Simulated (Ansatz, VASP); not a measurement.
**GaSb in VASP and in Ansatz**

The input POSCAR:

```
GaSb
1.0
   -1.5864166100      2.7274673588      2.9500590341
    1.5864166100     -2.7274673588      2.9500590341
    1.5864166100      2.7274673588     -2.9500590341
Sb Ga
1 1
Direct
    0.5000000000      0.5000000000      0.0000000000
    0.0000000000      0.0000000000      0.0000000000
```

INCAR.step1

```
ALGO = Normal
EDIFF = 1E-4
ENCUT = 520
GGA = PE
ISMEAR = -1
LASPH = T
LCHARG = F
LREAL = F
LWAVE = T
NBANDS = 16
NELM = 60
PREC = Accurate
SIGMA = 0.05
```

INCAR.step2

```
ALGO = Normal
EDIFF = 1E-6
ENCUT = 520
ISIF = 2
ISMEAR = -1
ISTART = 1
LASPH = T
LCHARG = F
LMIXTAU = T
LREAL = F
LWAVE = F
METAGGA = R2SCAN
NBANDS = 16
NELM = 60
PREC = Accurate
SIGMA = 0.05
```

The input KPOINTS:

```
k-points
0
Gamma
  10 10 10
```

Contents of input.yaml:

```yaml
crystal:
  lattice:
    - [-1.58641661, 2.7274673588, 2.9500590341]
    - [1.58641661, -2.7274673588, 2.9500590341]
    - [1.58641661, 2.7274673588, -2.9500590341]
  atoms:
    - { symbol: Sb, position: [0.5, 0.5, 0.0] }
    - { symbol: Ga, position: [0.0, 0.0, 0.0] }
hamiltonian:
  xc: r2scan
  pseudopotentials: { kind: paw }
kpoints:
  mp_grid: { grid: [10, 10, 10] }
scf:
  occupations: { method: fermi_dirac, width: 0.05 }
output:
  forces: true
  stress: true
  eigenvalues: true
  write_density: true
  write_potential: true
  elf: true
  volumetric_format: npy
```

Alike in both runs: task single point; functional r2SCAN; k mesh 10 × 10 × 10; occupations fermi-dirac, width 0.05 eV; no spin polarisation.

|  | VASP | Ansatz |
| --- | --- | --- |
| version | VASP 6.6.1 | Ansatz 0.2.0 |
| potentials or method | VASP PAW PBE potentials, release 64 (Sb, Ga_d) | Ansatz PAW |
| plane-wave cutoff (eV) | 520 | 500 |
| valence electrons in the cell | 18 | 28 |

```tsv
	VASP	Ansatz	Ansatz less VASP
gap on the k mesh at the Fermi level (eV)	none	none	-
pressure (GPa)	-4.4	-4.4	+0.01
traceless stress, the component that is largest in VASP (GPa)	1.08	1.09	+0.012
```

VASP's potentials were made for PBE, not for r2SCAN. A gap of «none» marks a metal or a gap that the smearing closes. The functional is the same, so the differences come from potentials, cutoffs and numerics. VASP's potentials hold 18 valence electrons a cell and Ansatz's 28, so a difference there can come from the potentials and not from the codes.

Neither program's run includes spin-orbit coupling.
